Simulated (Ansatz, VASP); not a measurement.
## BN in VASP and in Ansatz

```xyz
4
Lattice="2.2146 0.0000 0.0000 -1.1073 2.1550 0.0000 0.0000 0.0000 6.0192" Properties=species:S:1:pos:R:3 pbc="T T T"
B     0.0000    1.4367    1.5048
B     1.1073    0.7183    4.5144
N     0.0000    1.4367    4.5144
N     1.1073    0.7183    1.5048
```

Change from the starting cell: normal strain along x -0.1100, normal strain along z -0.0733.

Alike in both runs: task relaxation of the atoms; functional LDA; k mesh 12 × 12 × 4; occupations gaussian, width 0.05 eV; no spin polarisation.

```csv
,VASP,Ansatz
version,VASP 6.6.1,Ansatz 0.2.0
potentials or method,"VASP PAW LDA potentials, release 64 (B, N), cutoff 520 eV","scalar-relativistic, plane waves, PAW"
valence electrons in the cell,16,16
```

|  | VASP | Ansatz | Ansatz less VASP |
| --- | --- | --- | --- |
| gap on the k mesh at the Fermi level, each at its own relaxed structure (eV) | 3.34 | 3.36 | +0.018 |

Ansatz warns that its potentials were made for another functional, while VASP's fit it. LDA's correlation is that of Perdew and Zunger in VASP and of Perdew and Wang (1992) in Ansatz. Ansatz's warnings: stress scf threshold loose.
